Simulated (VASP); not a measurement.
Wanted: the native input for a VASP 6.6.1 run.

- Task: single point
- Functional: PBEsol
- Potentials or basis: VASP PAW PBE potentials, release 64 (Al, N)
- Cutoff: 600 eV
- k mesh: 8 × 8 × 8
- Occupations: gaussian, width 0.1 eV
- Spin: no spin polarisation
- Dipole correction: no
- Further INCAR settings: ALGO = Normal; EDIFF = 1e-06; NBANDS = 11

The structure of AlN (a.bB) lies in POSCAR:

```
AlN
1.0
    0.0000000000      2.1900000000      2.1900000000
    2.1900000000      0.0000000000      2.1900000000
    2.1900000000      2.1900000000      0.0000000000
Al N
1 1
Direct
    0.0000000000      0.0000000000      0.0000000000
    0.2500000000      0.2500000000      0.2500000000
```

One way to write it, as run:

INCAR

```
ALGO = Normal
EDIFF = 1E-6
ENCUT = 600
GGA = PS
GGA_COMPAT = F
ISIF = 2
ISMEAR = 0
LASPH = T
LCHARG = T
LELF = T
LREAL = F
LVHAR = T
LWAVE = F
NBANDS = 11
NELM = 120
PREC = Accurate
SIGMA = 0.1
```

KPOINTS

```
k-points
0
Gamma
  8 8 8
```

Potentials or basis: VASP PAW PBE potentials, release 64 (Al, N).

Command:

```console
$ cat potpaw_PBE.64/Al/POTCAR potpaw_PBE.64/N/POTCAR > POTCAR
$ mpirun -np 1 vasp_std > vasp.out
```

Results of the run:

| Item | Value |
| --- | --- |
| Pressure | -0.5 GPa |
| Band gap on the k mesh | 3.18 eV, indirect (least direct gap 4.06 eV) |

Caveat: the PAW data sets were made with another functional, which shifts forces and pressure a little.

Run time: 8.9 s on 1 thread of Intel(R) Xeon(R) Platinum 8488C (Sapphire Rapids), with other jobs on the host, peak memory 0.14 GiB.
